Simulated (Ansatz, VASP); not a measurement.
GaAs: VASP beside Ansatz

```
CELL_PARAMETERS angstrom
0.00000 8.48055 8.48055
8.48055 0.00000 8.48055
8.48055 8.48055 0.00000
ATOMIC_POSITIONS crystal
Ga 0.00000 0.00000 0.00000
Ga 0.00000 0.00000 0.33333
Ga 0.00000 0.00000 0.66667
Ga 0.00000 0.33333 0.00000
Ga 0.00000 0.33333 0.33333
Ga 0.00000 0.33333 0.66667
Ga 0.00000 0.66667 0.00000
Ga 0.00000 0.66667 0.33333
Ga 0.00000 0.66667 0.66667
Ga 0.33333 0.00000 0.00000
Ga 0.33333 0.00000 0.33333
Ga 0.33333 0.00000 0.66667
Ga 0.33333 0.33333 0.00000
Ga 0.33333 0.33333 0.33333
Ga 0.33333 0.33333 0.66667
Ga 0.33333 0.66667 0.00000
Ga 0.33333 0.66667 0.33333
Ga 0.33333 0.66667 0.66667
Ga 0.66667 0.00000 0.00000
Ga 0.66667 0.00000 0.33333
Ga 0.66667 0.00000 0.66667
Ga 0.66667 0.33333 0.00000
Ga 0.66667 0.33333 0.33333
Ga 0.66667 0.33333 0.66667
Ga 0.66667 0.66667 0.00000
Ga 0.66667 0.66667 0.33333
Ga 0.66667 0.66667 0.66667
As 0.08333 0.08333 0.08333
As 0.08333 0.08333 0.41667
As 0.08333 0.08333 0.75000
As 0.08333 0.41667 0.08333
As 0.08333 0.41667 0.41667
As 0.08333 0.41667 0.75000
As 0.08333 0.75000 0.08333
As 0.08333 0.75000 0.41667
As 0.08333 0.75000 0.75000
As 0.41667 0.08333 0.08333
As 0.41667 0.08333 0.41667
As 0.41667 0.08333 0.75000
As 0.41667 0.41667 0.08333
As 0.41667 0.41667 0.41667
As 0.41667 0.41667 0.75000
As 0.41667 0.75000 0.08333
As 0.41667 0.75000 0.41667
As 0.41667 0.75000 0.75000
As 0.75000 0.08333 0.08333
As 0.75000 0.08333 0.41667
As 0.75000 0.08333 0.75000
As 0.75000 0.41667 0.08333
As 0.75000 0.41667 0.41667
As 0.75000 0.41667 0.75000
As 0.75000 0.75000 0.08333
As 0.75000 0.75000 0.41667
As 0.75000 0.75000 0.75000
```

Alike in both runs: task single point; functional PBE; k mesh 1 × 1 × 1; occupations gaussian, width 0.05 eV; no spin polarisation.

|  | VASP | Ansatz |
| --- | --- | --- |
| version | VASP 6.6.1 | Ansatz 0.2.0 |
| potentials or method | VASP PAW PBE potentials, release 64 (Ga_d, As), cutoff 520 eV | scalar-relativistic, plane waves, PAW |
| valence electrons in the cell | 486 | 756 |

```csv
,VASP,Ansatz,Ansatz less VASP
gap on the k mesh at the Fermi level (eV),0.49,0.49,-0.004
```

VASP's potentials hold 486 valence electrons a cell and Ansatz's 756, so a difference there can come from the potentials and not from the codes. Ansatz's warnings: structure snapped to symmetry.

The k mesh is coarse, so the values compare programs but aren't converged.
